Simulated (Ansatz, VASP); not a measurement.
**Two plane-wave programs on TiO2**

INCAR

```
SYSTEM = TiO2
PREC     = Accurate       ! precision mode
ENCUT    = 520            ! plane-wave cutoff, eV
EDIFF    = 1E-7           ! SCF threshold, eV
ISMEAR   = -1             ! smearing method
SIGMA    = 0.05           ! smearing width, eV
LREAL    = .FALSE.        ! projectors in reciprocal space
LASPH    = .TRUE.         ! aspherical terms in the spheres
NELM     = 60             ! most SCF steps
ALGO     = Normal         ! electronic algorithm
ISIF     = 2              ! what is computed and relaxed
LWAVE    = .FALSE.        ! write WAVECAR
LCHARG   = .FALSE.        ! write CHGCAR
GGA      = PE             ! functional
NBANDS   = 33             ! bands
```

KPOINTS

```
regular mesh
0
G
  6 6 9
  0 0 0
```

POSCAR

```
TiO2
1.0
    4.5059367448      0.0000000000      0.0000000000
    0.0000000000      4.5059367448      0.0000000000
    0.0000000000      0.0000000000      2.8988044961
Ti O
2 4
Direct
    0.0000000000      0.0000000000      0.5000000000
    0.5000000000      0.5000000000      0.0000000000
    0.3043213200      0.3043213200      0.5000000000
    0.1956786800      0.8043213200      0.0000000000
    0.8043213200      0.1956786800      0.0000000000
    0.6956786800      0.6956786800      0.5000000000
```

The input input.yaml:

```yaml
crystal:
  lattice:
    - [4.5059367448, 0.0, 0.0]
    - [0.0, 4.5059367448, 0.0]
    - [0.0, 0.0, 2.8988044961]
  atoms:
    - { symbol: Ti, position: [0.0, 0.0, 0.5] }
    - { symbol: Ti, position: [0.5, 0.5, 0.0] }
    - { symbol: O, position: [0.30432132, 0.30432132, 0.5] }
    - { symbol: O, position: [0.19567868, 0.80432132, 0.0] }
    - { symbol: O, position: [0.80432132, 0.19567868, 0.0] }
    - { symbol: O, position: [0.69567868, 0.69567868, 0.5] }
hamiltonian:
  xc: pbe
  pseudopotentials: { kind: nc }
kpoints:
  mp_grid: { grid: [6, 6, 9] }
scf:
  occupations: { method: fermi_dirac, width: 0.05 }
output:
  forces: true
  stress: true
  eigenvalues: true
```

Alike in both runs: task single point; functional PBE; k mesh 6 × 6 × 9; occupations fermi-dirac, width 0.05 eV; no spin polarisation.

|  | VASP | Ansatz |
| --- | --- | --- |
| version | VASP 6.6.1 | Ansatz 0.2.0 |
| potentials or method | VASP PAW PBE potentials, release 64 (Ti_sv, O) | Ansatz NC |
| plane-wave cutoff (eV) | 520 | 1240 |
| valence electrons in the cell | 48 | 48 |

|  | VASP | Ansatz | Ansatz less VASP |
| --- | --- | --- | --- |
| gap on the k mesh at the Fermi level (eV) | 1.99 | 2.02 | +0.030 |
| least direct gap on the mesh (eV) | 1.99 | 2.02 | +0.030 |
| pressure (GPa) | 22.4 | 21.4 | -0.93 |
| traceless stress, the component that is largest in VASP (GPa) | 2.51 | 2.32 | -0.192 |
| rms of the force components (eV/Å) | 0.159 | 0.145 | -0.0147 |

Atom by atom the forces differ by 0.015 eV/Å (rms over components).

Noted on Ansatz's run: odd divisions of the mesh miss points on the zone boundary, where band edges often lie, so the gap on the mesh can be too wide.
